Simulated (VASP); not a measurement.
Runs of VASP 6.6.1 on ZrB2. The structure is that of space group P6/mmm (No. 191), or close to it. The cells are those of the table. 

| task | cell | gap on the mesh (eV) | pressure (GPa) |
| --- | --- | --- | --- |
| single point | a = 3.135, b = 3.135, c = 3.484 Å, angles 90.0, 90.0, 120.0°, 3 atoms | none | 0.5 |
| single point | a = 3.125, b = 3.125, c = 3.473 Å, angles 90.0, 90.0, 120.0°, 3 atoms | none | (a) |
| relaxation of cell and atoms | relaxed from a = 3.150, b = 3.150, c = 3.465 Å, angles 90.0, 90.0, 120.0°, 3 atoms | none | 0.0 |
| single point | a = 3.145, b = 3.145, c = 3.496 Å, angles 90.0, 90.0, 120.0°, 3 atoms | none | -2.0 |

Alike in all rows: level LDA; potentials or basis VASP PAW LDA potentials, release 64 (Zr_sv, B); no spin polarisation; k mesh 9 × 9 × 7; cutoff (eV) 500; smearing methfessel-paxton 0.05 eV.

Problem. Estimate the missing entries.

Solution. (a) 3.2.

A k mesh can miss the band edges, and the runs leave out spin-orbit coupling on Zr.

A gap of «none» marks levels without a gap at the run's occupations.
